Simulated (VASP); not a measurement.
HfN:

```
CELL_PARAMETERS angstrom
0.00000 2.45482 2.45482
2.45482 0.00000 2.45482
2.45482 2.45482 0.00000
ATOMIC_POSITIONS crystal
Hf 0.00000 0.00000 0.00000
N 0.25000 0.25000 0.25000
```

Program: VASP 6.6.1. Alike in all runs: task single point; potentials or basis VASP PAW PBE potentials, release 64 (Hf_pv, N); cell as given; cutoff (eV) 520.

**Question.** Order these runs on this cell by their pressure, lowest first.
A. level PBE-based screened hybrid with 50 % exact exchange; spin off; k mesh 5 × 5 × 5; smearing fermi-dirac 0.05 eV; grid for exact exchange (PRECFOCK) Normal; share of exact exchange 0.5; screening parameter 0.2 1/Å
B. level PBE0; spin off; k mesh 6 × 6 × 6; smearing fermi-dirac 0.05 eV; grid for exact exchange (PRECFOCK) Normal; share of exact exchange 0.25
C. level PBE; spin non-collinear, zero start, SOC; k mesh 8 × 8 × 8; smearing methfessel-paxton 0.1 eV

**Answer.** A (-7.7 GPa), B (-4.8 GPa), C (-0.6 GPa).

Caveats: some runs use coarse meshes; the PAW data sets were made with another functional, which shifts forces and pressure a little (at least some runs).
